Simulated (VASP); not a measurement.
# Mn3ZnAs (Pm-3m) in VASP: single point with PBEsol

Aim: the single point of Mn3ZnAs with PBEsol.

Everything below comes from runs of VASP 6.6.1. Logs are shortened: lines on timing, memory, paths and dates and some standing lists are left out, and cuts for length are marked.

### 1 The cell of the first run

The structure is cubic, space group Pm-3m (No. 221). Conventional cell: a = 4.148 Å, b = 4.148 Å, c = 4.148 Å, α = 90.00°, β = 90.00°, γ = 90.00°. Within 2.7 Å of Mn (site symmetry 4/mmm) lie 2 As at 2.07 Å. Within 3.9 Å of Zn (site symmetry m-3m) lie 12 Mn at 2.93 Å and 8 As at 3.59 Å. Within 2.7 Å of As (site symmetry m-3m) lie 6 Mn at 2.07 Å.

### 2 Single point, PBEsol

File INCAR:

```
SYSTEM = Mn3ZnAs
  ALGO = Normal
  EDIFF = 1E-6
  ENCUT = 500
  GGA = PS
  GGA_COMPAT = .FALSE.
  ISIF = 2
  ISMEAR = -1
  LASPH = .TRUE.
  LCHARG = .TRUE.
  LELF = .TRUE.
  LREAL = .FALSE.
  LVHAR = .TRUE.
  LWAVE = .FALSE.
  NBANDS = 36
  NELM = 120
  PREC = Accurate
  SIGMA = 0.1
```

File KPOINTS:

```
k-points
0
G
  4 4 4
  0 0 0
```

File POSCAR:

```
Mn3ZnAs
1.0
    4.1483810000      0.0000000000      0.0000000000
    0.0000000000      4.1483810000      0.0000000000
    0.0000000000      0.0000000000      4.1483810000
Mn Zn As
3 1 1
Direct
    0.0000000000      0.5000000000      0.5000000000
    0.5000000000      0.0000000000      0.5000000000
    0.5000000000      0.5000000000      0.0000000000
    0.0000000000      0.0000000000      0.0000000000
    0.5000000000      0.5000000000      0.5000000000
```

Potentials or basis: VASP PAW PBE potentials, release 64 (Mn_pv, Zn, As).

On the command line:

```console
$ cat potpaw_PBE.64/Mn_pv/POTCAR potpaw_PBE.64/Zn/POTCAR potpaw_PBE.64/As/POTCAR > POTCAR
$ mpirun -np 1 vasp_std > vasp.out
```

OUTCAR:

```text
SYSTEM = Mn3ZnAs
   EDIFF = 1E-6
   ENCUT = 500
   GGA = PS
   ISIF = 2
   ISMEAR = -1
   LASPH = .TRUE.
   LREAL = .FALSE.
   NELM = 120
   PREC = Accurate

 ion  position               nearest neighbor table
   1  0.000  0.500  0.500-   5 2.07   5 2.07   4 2.93   2 2.93   3 2.93   4 2.93   2 2.93   4 2.93
                             4 2.93   2 2.93   3 2.93   3 2.93   3 2.93   2 2.93
   2  0.500  0.000  0.500-   5 2.07   5 2.07   4 2.93   1 2.93   3 2.93   4 2.93   1 2.93   3 2.93
                             3 2.93   3 2.93   1 2.93   4 2.93   4 2.93   1 2.93
   3  0.500  0.500  0.000-   5 2.07   5 2.07   4 2.93   1 2.93   1 2.93   2 2.93   2 2.93   2 2.93
                             4 2.93   2 2.93   1 2.93   4 2.93   1 2.93   4 2.93
   4  0.000  0.000  0.000-   1 2.93   2 2.93   3 2.93   1 2.93   2 2.93   1 2.93   3 2.93   1 2.93
                             2 2.93   3 2.93   2 2.93   3 2.93
   5  0.500  0.500  0.500-   1 2.07   2 2.07   3 2.07   3 2.07   2 2.07   1 2.07

  LATTYP: Found a simple cubic cell.
 ALAT       =     4.1483810000

  Lattice vectors:

 A1 = (   4.1483810000,   0.0000000000,   0.0000000000)
 A2 = (   0.0000000000,   4.1483810000,   0.0000000000)
 A3 = (   0.0000000000,   0.0000000000,   4.1483810000)

Analysis of symmetry for initial positions (statically):
=====================================================================
 Subroutine PRICEL returns:
 Original cell was already a primitive cell.

 Routine SETGRP: Setting up the symmetry group for a
 simple cubic supercell.

 Subroutine GETGRP returns: Found 48 space group operations
 (whereof 48 operations were pure point group operations)
 out of a pool of 48 trial point group operations.

The static configuration has the point symmetry O_h .

Analysis of symmetry for dynamics (positions and initial velocities):
=====================================================================
 Subroutine PRICEL returns:
 Original cell was already a primitive cell.

 Routine SETGRP: Setting up the symmetry group for a
 simple cubic supercell.

 Subroutine GETGRP returns: Found 48 space group operations
 (whereof 48 operations were pure point group operations)
 out of a pool of 48 trial point group operations.

The dynamic configuration has the point symmetry O_h .

 Subroutine INISYM returns: Found 48 space group operations
 (whereof 48 operations are pure point group operations),
 and found     1 'primitive' translations

----------------------------------------------------------------------------------------

                                     Primitive cell

  volume of cell :      71.3898

  direct lattice vectors                    reciprocal lattice vectors
     4.148381000  0.000000000  0.000000000     0.241057897  0.000000000  0.000000000
     0.000000000  4.148381000  0.000000000     0.000000000  0.241057897  0.000000000
     0.000000000  0.000000000  4.148381000     0.000000000  0.000000000  0.241057897

  length of vectors
     4.148381000  4.148381000  4.148381000     0.241057897  0.241057897  0.241057897

  position of ions in fractional coordinates (direct lattice)
     0.000000000  0.500000000  0.500000000
     0.500000000  0.000000000  0.500000000
     0.500000000  0.500000000  0.000000000
     0.000000000  0.000000000  0.000000000
     0.500000000  0.500000000  0.500000000

  ion indices of the primitive-cell ions
   primitive index   ion index
                 1           1
                 2           2
                 3           3
                 4           4
                 5           5

----------------------------------------------------------------------------------------

 KPOINTS: k-points

Automatic generation of k-mesh.
 Grid dimensions read from file:
 generate k-points for:    4    4    4

 Generating k-lattice:

  Cartesian coordinates                     Fractional coordinates (reciprocal lattice)
     0.060264474  0.000000000  0.000000000     0.250000000  0.000000000  0.000000000
     0.000000000  0.060264474  0.000000000     0.000000000  0.250000000  0.000000000
     0.000000000  0.000000000  0.060264474     0.000000000  0.000000000  0.250000000

  Length of vectors
     0.060264474  0.060264474  0.060264474

  Shift w.r.t. Gamma in fractional coordinates (k-lattice)
     0.000000000  0.000000000  0.000000000

 Subroutine IBZKPT returns following result:
 ===========================================

 Found     10 irreducible k-points:

 Following reciprocal coordinates:
            Coordinates               Weight
  0.000000  0.000000  0.000000      1.000000
  0.250000  0.000000  0.000000      6.000000
  0.500000  0.000000  0.000000      3.000000
  0.250000  0.250000  0.000000     12.000000
  0.500000  0.250000  0.000000     12.000000
  0.500000  0.500000  0.000000      3.000000
  0.250000  0.250000  0.250000      8.000000
  0.500000  0.250000  0.250000     12.000000
  0.500000  0.500000  0.250000      6.000000
  0.500000  0.500000  0.500000      1.000000
   k-points           NKPTS =     10   k-points in BZ     NKDIM =     10   number of bands    NBANDS=     36
   number of dos      NEDOS =    301   number of ions     NIONS =      5
   total plane-waves  NPLWV =  27000
   dimension x,y,z NGX =    30 NGY =   30 NGZ =   30
   dimension x,y,z NGXF=    60 NGYF=   60 NGZF=   60
   ions per type =               3   1   1
   NGX,Y,Z   is equivalent  to a cutoff of  12.02, 12.02, 12.02 a.u.
   NGXF,Y,Z  is equivalent  to a cutoff of  24.04, 24.04, 24.04 a.u.
 SYSTEM =  Mn3ZnAs
   PREC   = accura    normal or accurate (medium, high low for compatibility)
   ISTART =      0    job   : 0-new  1-cont  2-samecut
   ICHARG =      2    charge: 1-file 2-atom 10-const
   ISPIN  =      1    spin polarized calculation?
   LNONCOLLINEAR =      F non collinear calculations
   LSORBIT =      F    spin-orbit coupling
   LASPH  =      T    aspherical Exc in radial PAW
   ENCUT  =  500.0 eV  36.75 Ry    6.06 a.u.   7.56  7.56  7.56*2*pi/ulx,y,z
   NELM   =    120;   NELMIN=  2; NELMDL= -5     # of ELM steps
   EDIFF  = 0.1E-05   stopping-criterion for ELM
   LREAL  =      F    real-space projection
   EDIFFG = 0.1E-04   stopping-criterion for IOM
   NSW    =      0    number of steps for IOM
   IBRION =     -1    ionic relax: 0-MD 1-quasi-New 2-CG
   NFREE  =      0    steps in history (QN), initial steepest desc. (CG)
   ISIF   =      2    stress and relaxation
   ISYM   =      2    0-nonsym 1-usesym 2-fastsym
   POTIM  = 0.5000    time-step for ionic-motion
   TEBEG  =    0.0;   TEEND  =   0.0 temperature during run
   PSTRESS=    0.0 pullay stress
   NELECT =      56.0000    total number of electrons
   NUPDOWN=      -1.0000    fix difference up-down
   EMIN   =  10.00;   EMAX   =-10.00  energy-range for DOS
   EFERMI =   0.00;   METHOD = LEGACY
   ISMEAR =    -1;   SIGMA  =   0.10  broadening in eV -4-tet -1-fermi 0-gaus
   EFERMI_NEDOS =   21; number of points for ismear=-14 and -15
   IALGO  =     38    algorithm
   IMIX   =      4    mixing-type and parameters
     AMIX     =   0.40;   BMIX     =  1.00
     AMIX_MAG =   1.60;   BMIX_MAG =  1.00
  volume/ion in A,a.u.               =      14.28        96.35
  Fermi-wavevector in a.u.,A,eV,Ry     =   1.509821  2.853148 31.015300  2.279560
  Thomas-Fermi vector in A             =   2.620093
   LORBIT       =      0    0 simple, 1 ext, 2 COOP (PROOUT), +10 PAW based schemes
   GGA     = PS    functional components
   LHFCALC =     F    Hartree Fock is set to
   AEXX    =    0.0000 exact exchange contribution
   IVDW    =     0    specifies the selected vdW correction
   LEPSILON=     F    determine dielectric tensor
   LRPA    =     F    only Hartree local field effects (RPA)
 non-spin polarized calculation
  energy-cutoff  :      500.00
  volume of cell :       71.39
 maximum number of plane-waves:      1856
   NGX = 15   NGY = 15   NGZ = 15

 number of electron      55.9999833 magnetization

 Free energy of the ion-electron system (eV)
  ---------------------------------------------------
  ext. energy  EPLUGINS =         0.00000000
  ---------------------------------------------------
  free energy    TOTEN  =       -30.37403938 eV

  energy without entropy =      -30.07843205  energy(sigma->0) =      -30.22623572

 E-fermi :   6.2813     XC(G=0): -12.1283

 val. band max:        6.2546021061   @ k =   0.0000   0.0000   0.0000
 cond. band min:       6.3548542678   @ k =   0.2500   0.2500   0.2500
 fundamental gap:      0.1002521617
 Fermi energy:         6.2812618712

 k-point     1 :       0.0000    0.0000    0.0000
  band No.  band energies     occupation
      1     -41.3697      2.00000
      2     -41.3697      2.00000
      3     -41.3697      2.00000
      4     -41.2400      2.00000
      5     -41.2400      2.00000
      6     -41.2400      2.00000
[... 28 lines left out ...]
     35      11.1029      0.00000
     36      11.1029      0.00000

 k-point     2 :       0.2500    0.0000    0.0000
  band No.  band energies     occupation
      1     -41.3635      2.00000
      2     -41.3635      2.00000
      3     -41.3523      2.00000
      4     -41.2424      2.00000
      5     -41.2424      2.00000
      6     -41.2403      2.00000
[... 28 lines left out ...]
     35      10.6888      0.00000
     36      11.3411      0.00000

 k-point     3 :       0.5000    0.0000    0.0000
  band No.  band energies     occupation
      1     -41.3567      2.00000
      2     -41.3567      2.00000
      3     -41.3300      2.00000
      4     -41.2563      2.00000
      5     -41.2466      2.00000
      6     -41.2466      2.00000
[... 28 lines left out ...]
     35      10.5947      0.00000
     36      11.2132      0.00000

 k-point     4 :       0.2500    0.2500    0.0000
  band No.  band energies     occupation
      1     -41.3810      2.00000
      2     -41.3572      2.00000
      3     -41.3176      2.00000
      4     -41.2644      2.00000
      5     -41.2433      2.00000
      6     -41.2420      2.00000
[... 28 lines left out ...]
     35      10.9396      0.00000
     36      11.7534      0.00000

 k-point     5 :       0.5000    0.2500    0.0000
  band No.  band energies     occupation
      1     -41.3858      2.00000
      2     -41.3501      2.00000
      3     -41.2909      2.00000
      4     -41.2770      2.00000
      5     -41.2484      2.00000
      6     -41.2466      2.00000
[... 28 lines left out ...]
     35      11.2932      0.00000
     36      11.4017      0.00000

 k-point     6 :       0.5000    0.5000    0.0000
  band No.  band energies     occupation
      1     -41.3999      2.00000
      2     -41.3426      2.00000
      3     -41.2883      2.00000
      4     -41.2592      2.00000
      5     -41.2484      2.00000
      6     -41.2484      2.00000
[... 28 lines left out ...]
     35      11.4361      0.00000
     36      12.5174      0.00000

 k-point     7 :       0.2500    0.2500    0.2500
  band No.  band energies     occupation
      1     -41.4117      2.00000
      2     -41.3128      2.00000
      3     -41.3128      2.00000
      4     -41.2664      2.00000
      5     -41.2617      2.00000
      6     -41.2617      2.00000
[... 28 lines left out ...]
     35      10.5258      0.00000
     36      10.5258      0.00000

 k-point     8 :       0.5000    0.2500    0.2500
  band No.  band energies     occupation
      1     -41.4250      2.00000
      2     -41.3060      2.00000
      3     -41.2847      2.00000
      4     -41.2784      2.00000
      5     -41.2745      2.00000
      6     -41.2588      2.00000
[... 28 lines left out ...]
     35       8.9552      0.00000
     36      11.2687      0.00000

 k-point     9 :       0.5000    0.5000    0.2500
  band No.  band energies     occupation
      1     -41.4446      2.00000
      2     -41.2909      2.00000
      3     -41.2883      2.00000
      4     -41.2764      2.00000
      5     -41.2764      2.00000
      6     -41.2593      2.00000
[... 28 lines left out ...]
     35       9.9028      0.00000
     36      10.2593      0.00000

 k-point    10 :       0.5000    0.5000    0.5000
  band No.  band energies     occupation
      1     -41.4692      2.00000
      2     -41.2883      2.00000
      3     -41.2883      2.00000
      4     -41.2883      2.00000
      5     -41.2593      2.00000
      6     -41.2593      2.00000
[... 28 lines left out ...]
     35       9.0865      0.00000
     36       9.0865      0.00000

------------------------ aborting loop because EDIFF is reached ----------------------------------------

  FORCE on cell =-STRESS in cart. coord.  units (eV):
  Direction    XX          YY          ZZ          XY          YZ          ZX
  --------------------------------------------------------------------------------------
  -------------------------------------------------------------------------------------
  Total        5.0605097      5.0605097      5.0605097      0.0000000      0.0000000     -0.0000000
  in kB      113.5713880    113.5713880    113.5713880      0.0000000      0.0000000     -0.0000000
  external PRESSURE =     113.5713880 kB  Pullay stress =       0.0000000 kB

 VOLUME and BASIS-vectors are now :
 -----------------------------------------------------------------------------
  energy-cutoff  :      500.00
  volume of cell :       71.39
      direct lattice vectors                 reciprocal lattice vectors
     4.148381000  0.000000000  0.000000000     0.241057897  0.000000000  0.000000000
     0.000000000  4.148381000  0.000000000     0.000000000  0.241057897  0.000000000
     0.000000000  0.000000000  4.148381000     0.000000000  0.000000000  0.241057897

 POSITION                                       TOTAL-FORCE (eV/Angst)
 -----------------------------------------------------------------------------------
      0.00000      2.07419      2.07419         0.000000      0.000000      0.000000
      2.07419      0.00000      2.07419         0.000000      0.000000      0.000000
      2.07419      2.07419      0.00000         0.000000      0.000000      0.000000
      0.00000      0.00000      0.00000         0.000000      0.000000      0.000000
      2.07419      2.07419      2.07419         0.000000      0.000000      0.000000
 -----------------------------------------------------------------------------------
    total drift:                                0.000000      0.000000     -0.000000

  FREE ENERGIE OF THE ION-ELECTRON SYSTEM (eV)
  ---------------------------------------------------
  free  energy   TOTEN  =       -30.3740393847 eV

  energy  without entropy=      -30.0784320458  energy(sigma->0) =      -30.22623572
```

Wall time 34 s (1 thread of Intel Xeon Platinum 8259CL at 2.50GHz (Skylake/Cascade Lake), shared host); peak memory 0.18 GiB.

Results:

```yaml
Free_energy: -30.3740 eV
Pressure: 11.4 GPa
Band_gap_on_the_k_mesh: zero (bands 28 and 29 overlap by 0.30 eV)
```

Caveat: the k points lie up to 0.38 Å⁻¹ apart; the PAW data sets were made with another functional, which shifts forces and pressure a little; the run has no spin polarisation, though such a crystal can be magnetic. Spin polarisation is off, so any magnetic state and its effect on volume and gap are missing.

The gap in the log of VASP goes by the Fermi energy; the results here count the filled bands.